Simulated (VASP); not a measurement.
TaSi2:

```
Ta Si
1.0
     4.51829    0.00000    0.00000
     0.00000    4.51829    0.00000
     0.00000    0.00000    4.51829
Ta Si
2 4
Cartesian
  0.0000 0.0000 0.0000
  2.2591 2.2591 2.2591
  1.1296 1.1296 1.1296
  1.1296 3.3887 3.3887
  3.3887 3.3887 1.1296
  3.3887 1.1296 3.3887
```

- Program: VASP 6.6.1
- Task: relaxation of cell and atoms
- Functional: PBE
- Potentials or basis: VASP PAW PBE potentials, release 64 (Ta_pv, Si)
- Cutoff: 600 eV
- k mesh: 4 × 4 × 4
- Occupations: gaussian, width 0.1 eV
- Spin: no spin polarisation

At the start: pressure 115.4 GPa; volume 15.37 Å³/atom.

Question: How do energy, volume and symmetry change on relaxing?

Answer: Over 5 steps the energy falls by 3422.6 meV/atom and the volume is 30.02 Å³/atom (+95.3 %); space group Pn-3m (No. 224, to 0.1 Å) before and after.

Step by step:
| step | energy change (eV) | largest force (eV/Å) | pressure (GPa) | volume (Å³) |
| --- | --- | --- | --- | --- |
| 1 | 0.0000 | 0.0000 | 115.36 | 92.24 |
| 2 | -11.8083 | 0.0000 | -10.43 | 332.98 |
| 3 | -20.4850 | 0.0000 | -2.22 | 187.27 |
| 4 | -20.5282 | 0.0000 | -0.88 | 182.86 |
| 5 | -20.5355 | 0.0000 | 0.03 | 180.14 |

Final structure:
```
CELL_PARAMETERS angstrom
5.64771 0.00000 0.00000
0.00000 5.64771 0.00000
0.00000 0.00000 5.64771
ATOMIC_POSITIONS crystal
Ta 0.00000 0.00000 0.00000
Ta 0.50000 0.50000 0.50000
Si 0.25000 0.25000 0.25000
Si 0.25000 0.75000 0.75000
Si 0.75000 0.75000 0.25000
Si 0.75000 0.25000 0.75000
```

Caveat: the volume moved by over 15 % at a fixed basis, so the end points are rough.
